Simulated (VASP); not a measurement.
Wanted: the native input for a VASP 6.6.1 run.

```
Task                   : single point
Functional             : PBE
Potentials or basis    : VASP PAW PBE potentials, release 64 (Si, Sn_d)
Cutoff                 : 520 eV
k mesh                 : 4 × 4 × 6
Occupations            : gaussian, width 0.1 eV
Spin                   : no spin polarisation
Dipole correction      : no
Further INCAR settings : ALGO = Normal; EDIFF = 1e-07; NBANDS = 23
```

The structure of Si4Sn lies in POSCAR:

```
Si4Sn
1.0
    3.8567779636     -4.0862646363      0.0000000000
    3.8567779636      4.0862646363      0.0000000000
    0.0000000000      0.0000000000      3.2885530056
Si Sn
4 1
Direct
    0.8441440919      0.1558559081      0.5000000000
    0.1876051487      0.1876051487      0.0000000000
    0.8123948513      0.8123948513      0.0000000000
    0.1558559081      0.8441440919      0.5000000000
    0.5000000000      0.5000000000      0.5000000000
```

One way to write it, as run:

INCAR

```
SYSTEM = Si4Sn
  ALGO = Normal
  EDIFF = 1E-7
  ENCUT = 520
  GGA = PE
  ISIF = 2
  ISMEAR = 0
  LASPH = .True.
  LCHARG = .True.
  LELF = .True.
  LREAL = .False.
  LVHAR = .True.
  LWAVE = .False.
  NBANDS = 23
  NELM = 80
  PREC = Accurate
  SIGMA = 0.1
```

KPOINTS

```
k-points
0
Gamma
  4 4 6
  0 0 0
```

Potentials or basis: VASP PAW PBE potentials, release 64 (Si, Sn_d).

Run with:

```console
$ cat potpaw_PBE.64/Si/POTCAR potpaw_PBE.64/Sn_d/POTCAR > POTCAR
$ mpirun -np 1 vasp_std > vasp.out
```

Results of the run:

```json
{"Pressure": "-0.1 GPa", "Largest force": "0.037 eV/Å", "Band gap on the k mesh": "zero (band 15 reaches 8.64 eV, above the bottom of band 16 at 5.26 eV)"}
```

Caveat: spin-orbit coupling is left out, which moves the levels of the heavy elements.

Wall time 25 s on 1 thread of Intel(R) Xeon(R) 6975P-C (Granite Rapids), with other jobs on the host, peak memory 0.22 GiB.
